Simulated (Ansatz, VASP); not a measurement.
**One calculation of Pd, two programs**

The input INCAR:

```
SYSTEM = Pd
  ALGO = Normal
  EDIFF = 1E-6
  ENCUT = 520
  ISIF = 2
  ISMEAR = -1
  LASPH = .True.
  LCHARG = .True.
  LELF = .True.
  LREAL = .False.
  LVHAR = .True.
  LWAVE = .False.
  NBANDS = 11
  NELM = 80
  PREC = Accurate
  SIGMA = 0.05
```

The input KPOINTS:

```
k-points
0
Gamma
  18 18 18
  0 0 0
```

POSCAR

```
Pd
1.0
    0.0000000000      1.9318465866      1.9318465866
    1.9318465866      0.0000000000      1.9318465866
    1.9318465866      1.9318465866      0.0000000000
Pd
1
Direct
    0.0000000000      0.0000000000      0.0000000000
```

Input for Ansatz:

```yaml
crystal:
  lattice:
    - [0.0, 1.9318465866, 1.9318465866]
    - [1.9318465866, 0.0, 1.9318465866]
    - [1.9318465866, 1.9318465866, 0.0]
  atoms:
    - { symbol: Pd, position: [0.0, 0.0, 0.0] }
kpoints:
  mp_grid: { grid: [18, 18, 18] }
scf:
  occupations: { method: fermi_dirac, width: 0.05 }
hamiltonian:
  xc: lda
  pseudopotentials: { kind: all_electron, lapw: { basis_error: 0.00025 } }
output:
  forces: true
  stress: true
  eigenvalues: true
```

Change from the starting cell: volume scaled by 0.98.

Alike in both runs: task single point; functional LDA; k mesh 18 × 18 × 18; occupations fermi-dirac, width 0.05 eV; no spin polarisation.

|  | VASP | Ansatz |
| --- | --- | --- |
| version | VASP 6.6.1 | Ansatz 0.2.0 |
| potentials or method | VASP PAW LDA potentials, release 64 (Pd), cutoff 520 eV | all-electron LAPW, scalar-relativistic |

Ansatz gave:

```
pressure (GPa) : -4.1
```

Problem. What did VASP give for the same quantities?

Solution. Pressure (GPa): -3.8.

LDA's correlation is that of Perdew and Zunger in VASP and of Perdew and Wang (1992) in Ansatz. Ansatz ran all-electron here, and VASP with PAW potentials.
